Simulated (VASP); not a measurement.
Wanted: the native input for a VASP 6.6.1 run.

* Task: single point
* Functional: r2SCAN
* Potentials or basis: VASP PAW PBE potentials, release 64 (Tl_d, Cl)
* Cutoff: 550 eV
* k mesh: 6 × 6 × 6
* Occupations: gaussian, width 0.01 eV
* Spin: no spin polarisation
* Dipole correction: no
* Further INCAR settings: ALGO = Normal; EDIFF = 1e-06; NBANDS = 17

The system is TlCl.

```
CELL_PARAMETERS angstrom
3.80005 0.00000 0.00000
0.00000 3.80005 0.00000
0.00000 0.00000 3.80005
ATOMIC_POSITIONS crystal
Tl 0.00000 0.00000 0.00000
Cl 0.50000 0.50000 0.50000
```

This cell differs from its parent crystal: volume changed by -3%.

The input as run:

POSCAR

```
TlCl
1.0
    3.8000469639      0.0000000000      0.0000000000
    0.0000000000      3.8000469639      0.0000000000
    0.0000000000      0.0000000000      3.8000469639
Tl Cl
1 1
Direct
    0.0000000000      0.0000000000      0.0000000000
    0.5000000000      0.5000000000      0.5000000000
```

INCAR.step1

```
SYSTEM = TlCl
PREC = Accurate
ENCUT = 550
ISMEAR = 0
SIGMA = 0.01
LREAL = .FALSE.
LASPH = .TRUE.
NELM = 120
NBANDS = 17
GGA = PE
ALGO = Normal
EDIFF = 1E-5
LWAVE = .TRUE.
LCHARG = .FALSE.
GGA_COMPAT = .FALSE.
```

INCAR.step2

```
SYSTEM = TlCl
PREC = Accurate
ENCUT = 550
EDIFF = 1E-6
ISMEAR = 0
SIGMA = 0.01
LREAL = .FALSE.
LASPH = .TRUE.
NELM = 120
ALGO = Normal
ISIF = 2
LWAVE = .FALSE.
LCHARG = .FALSE.
METAGGA = R2SCAN
LMIXTAU = .TRUE.
NBANDS = 17
ISTART = 1
GGA_COMPAT = .FALSE.
```

KPOINTS

```
Automatic mesh
0
G
  6 6 6
  0 0 0
```

Potentials or basis: VASP PAW PBE potentials, release 64 (Tl_d, Cl).

Launch:

```console
$ cat potpaw_PBE.64/Tl_d/POTCAR potpaw_PBE.64/Cl/POTCAR > POTCAR
$ cp INCAR.step1 INCAR
$ mpirun -np 1 vasp_std > vasp.out
$ cp INCAR.step2 INCAR
$ mpirun -np 1 vasp_std > vasp.out
```

Results of the run:

```
Pressure               : 0.9 GPa
Band gap on the k mesh : 2.44 eV, direct
```

Caveat: the PAW data sets were made with another functional, which shifts forces and pressure a little; spin-orbit coupling is left out, which moves the levels of the heavy elements.

Run time: 2.5 min on 1 thread of Intel Xeon 8259CL (shared host), peak memory 0.18 GiB.
